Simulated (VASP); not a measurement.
Bi2Te3: single point with PBE+D3(BJ)

The system is Bi2Te3, a slab with vacuum.

```
CELL_PARAMETERS angstrom
4.34974 0.00000 0.00000
-2.17487 3.95533 0.00000
0.00000 0.00000 41.03016
ATOMIC_POSITIONS crystal
Te 0.01045 0.02091 0.41003
Te 0.66667 0.33333 0.50000
Te 0.32288 0.64576 0.58997
Bi 0.33917 0.67834 0.45128
Bi 0.99417 0.98833 0.54872
```

This cell differs from its parent crystal: strain along y +0.050, then relaxed in part.

* Program: VASP 6.6.1
* Task: single point
* Functional: PBE
* Dispersion: D3(BJ)
* Potentials or basis: VASP PAW PBE potentials, release 64 (Te, Bi_d)
* Cutoff: 520 eV
* k mesh: 6 × 6 × 1
* Occupations: gaussian, width 0.02 eV
* Spin: no spin polarisation
* Dipole correction: yes
* Further INCAR settings: ALGO = Normal; EDIFF = 1e-06; NBANDS = 32

```yaml
Largest_force: 0.011 eV/Å
Band_gap_on_the_k_mesh: 0.79 eV, indirect (least direct gap 1.04 eV)
Dispersion_energy_per_atom: -0.345 eV
```

Forces in eV/Å, atoms in the order of the input:
```
Te   0.000  0.009 -0.003
Te   0.000  0.000  0.000
Te   0.000 -0.009  0.003
Bi   0.000  0.005  0.010
Bi   0.000 -0.005 -0.010
```

Levels at points of the mesh, in eV from the valence-band top:
```csv
k point,band 21,band 22,band 23,band 24,band 25,band 26,band 27,band 28
"(0.00, 0.00, 0.00)",-0.67,-0.57,-0.36,-0.24,0.79,1.55,1.63,2.18
"(0.50, 0.00, 0.00)",-1.58,-0.88,-0.64,-0.51,1.42,2.26,2.49,3.25
"(0.00, 0.50, 0.00)",-1.59,-0.76,-0.43,-0.28,1.80,2.49,2.56,3.59
```

Run time: 6.1 min on 1 thread of Intel(R) Xeon(R) Platinum 8375C CPU @ 2.90GHz (Ice Lake), with other jobs on the host, peak memory 0.9 GiB.

Caveat: the cell differs from its parent crystal (strain along y +0.050, then relaxed in part); spin-orbit coupling is left out, which moves the levels of the heavy elements.
